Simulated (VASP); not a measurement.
CdMo2:

```
Cd Mo
1.0
     1.74036    1.00480    5.25633
    -1.74036    1.00480    5.25633
     0.00000   -2.00959    5.25633
Cd Mo
1 2
Direct
  0.00000 0.00000 0.00000
  0.75000 0.75000 0.75000
  0.25000 0.25000 0.25000
```

- Program: VASP 6.6.1
- Task: relaxation of cell and atoms
- Functional: PBE
- Potentials or basis: VASP PAW PBE potentials, release 64 (Cd, Mo_sv)
- Cutoff: 600 eV
- k mesh: 6 × 6 × 6
- Occupations: gaussian, width 0.1 eV
- Spin: no spin polarisation

At the start: pressure 35.3 GPa; volume 18.38 Å³/atom.

Q: How do energy, volume and symmetry change on relaxing?

A: Over 27 steps the energy falls by 2455.7 meV/atom; space group R-3m (No. 166, to 0.1 Å) before and after.

The path:
| step | energy change (eV) | largest force (eV/Å) | pressure (GPa) | volume (Å³) |
| --- | --- | --- | --- | --- |
| 1 | 0.0000 | 7.3422 | 35.27 | 55.15 |
| 2 | -0.4497 | 2.6911 | -21.81 | 94.07 |
| 3 | -2.2256 | 3.3459 | -13.72 | 70.75 |
| 4 | -2.2474 | 3.4551 | -12.06 | 69.37 |
| 5 | -2.2500 | 3.5757 | -10.28 | 68.10 |
| 6 | -4.3072 | 4.2895 | -8.08 | 61.71 |
| 7 | -5.0324 | 2.4581 | 27.90 | 52.60 |
| 8 | -5.4509 | 2.7401 | 2.98 | 56.98 |
| 9 | -5.5667 | 1.2082 | 9.26 | 55.56 |
| 10 | -5.3648 | 4.0649 | 9.40 | 60.63 |
| 11 | -5.7802 | 1.3285 | 8.00 | 57.59 |
| 12 | -5.9440 | 0.6551 | -11.77 | 66.32 |
| 13 | -6.0217 | 0.1269 | -5.98 | 63.03 |
| 14 | -6.4879 | 0.7142 | -9.77 | 62.68 |
| 15 | -6.9861 | 2.0788 | -11.97 | 58.44 |
| 16 | -6.9286 | 1.7180 | -13.09 | 61.17 |
| 17 | -7.2743 | 1.0523 | -7.08 | 57.58 |
| 18 | -7.3566 | 0.5301 | -2.11 | 55.48 |
| 19 | -7.3597 | 0.3944 | -0.59 | 54.94 |
| 20 | -7.3597 | 0.4257 | -0.94 | 55.07 |
| 21 | -7.3647 | 0.2618 | -0.49 | 55.08 |
| 22 | -7.3660 | 0.1279 | -0.10 | 55.09 |
| 23 | -7.3660 | 0.1218 | -0.07 | 55.09 |
| 24 | -7.3665 | 0.0823 | 0.09 | 55.07 |
| 25 | -7.3669 | 0.0268 | 0.32 | 55.03 |
| 26 | -7.3669 | 0.0001 | 0.43 | 55.02 |
| 27 | -7.3672 | 0.0190 | 0.06 | 55.18 |

Final structure:
```
CELL_PARAMETERS angstrom
1.52492 0.88041 6.84967
-1.52492 0.88041 6.84967
0.00000 -1.76083 6.84967
ATOMIC_POSITIONS crystal
Cd 0.00000 0.00000 0.00000
Mo 0.79027 0.79027 0.79027
Mo 0.20973 0.20973 0.20973
```

Caveat: a cell axis changed by over 15 % at a fixed basis, so the end point is rough.
